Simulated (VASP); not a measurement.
Crystal: Cl.

```
Cl
1.0
     3.12524   -2.00725    0.00000
     3.12524    2.00725    0.00000
     0.00000    0.00000    8.14656
Cl
4
Direct
  0.87564 0.12436 0.60748
  0.12436 0.87564 0.39252
  0.62436 0.37564 0.10748
  0.37564 0.62436 0.89252
```

Program: VASP 6.6.1. Alike in all runs: task single point; no spin polarisation; cell as given; cutoff (eV) 520; smearing gaussian 0.01 eV.

Task: Order these runs on this cell by their pressure, lowest first.
A. level LDA; potentials or basis VASP PAW LDA potentials, release 64 (Cl); k mesh 8 × 8 × 4
B. level PBE; potentials or basis VASP PAW PBE potentials, release 64 (Cl); k mesh 4 × 4 × 2
C. level r2SCAN; potentials or basis VASP PAW PBE potentials, release 64 (Cl); k mesh 8 × 8 × 4

Result: A (-2.0 GPa), C (0.3 GPa), B (1.8 GPa).

Caveats: some runs use coarse meshes; this functional lacks dispersion, which holds the molecules together, so the pressure and a relaxed volume are unreliable (at least some runs); the PAW data sets were made with another functional, which shifts forces and pressure a little (at least some runs).
